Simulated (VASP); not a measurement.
Write the native input for VASP 6.6.1 that does the following.

```yaml
Task: single point
Functional: r2SCAN
Potentials_or_basis: VASP PAW PBE potentials, release 64 (Ti_sv)
Cutoff: 520 eV
k_mesh: 18 × 18 × 10
Occupations: methfessel-paxton, width 0.05 eV
Spin: no spin polarisation
Dipole_correction: no
Further_INCAR_settings: ALGO = Normal; EDIFF = 1e-07; NBANDS = 19
```

Ti:

```xyz
2
Lattice="2.7296 0.0000 0.0000 -1.3648 2.3639 0.0000 0.0000 0.0000 5.1950" Properties=species:S:1:pos:R:3 pbc="T T T"
Ti    0.0000    1.5759    1.2988
Ti    1.3648    0.7880    3.8963
```

The input as run:

POSCAR

```
Ti
1.0
    2.7296000000      0.0000000000      0.0000000000
   -1.3648000000      2.3639029422      0.0000000000
    0.0000000000      0.0000000000      5.1950000000
Ti
2
Direct
    0.3333333333      0.6666666667      0.2500000000
    0.6666666667      0.3333333333      0.7500000000
```

INCAR.step1

```
SYSTEM = Ti
ALGO = Normal
EDIFF = 1E-4
ENCUT = 520
GGA = PE
ISMEAR = 1
LASPH = .TRUE.
LCHARG = .FALSE.
LREAL = .FALSE.
LWAVE = .TRUE.
NBANDS = 19
NELM = 100
PREC = Accurate
SIGMA = 0.05
```

INCAR.step2

```
SYSTEM = Ti
ALGO = Normal
EDIFF = 1E-7
ENCUT = 520
ISIF = 2
ISMEAR = 1
ISTART = 1
LASPH = .TRUE.
LCHARG = .FALSE.
LMIXTAU = .TRUE.
LREAL = .FALSE.
LWAVE = .FALSE.
METAGGA = R2SCAN
NBANDS = 19
NELM = 100
PREC = Accurate
SIGMA = 0.05
```

KPOINTS

```
k-points
0
G
  18 18 10
  0 0 0
```

Potentials or basis: VASP PAW PBE potentials, release 64 (Ti_sv).

Launch:

```bash
$ cat potpaw_PBE.64/Ti_sv/POTCAR > POTCAR
$ cp INCAR.step1 INCAR
$ mpirun -np 1 vasp_std > vasp.out
$ cp INCAR.step2 INCAR
$ mpirun -np 1 vasp_std > vasp.out
```

Results of the run:

| Quantity | Value |
| --- | --- |
| Pressure | 4.1 GPa |
| Band gap on the k mesh | zero (bands 12 and 13 overlap by 0.35 eV) |

Caveat: the stress differs along the axes, from -9 to 11 GPa; the PAW data sets were made with another functional, which shifts forces and pressure a little.

Wall time 8.4 min on 1 thread of Intel Xeon 8259CL, on a shared host, peak memory 0.24 GiB.
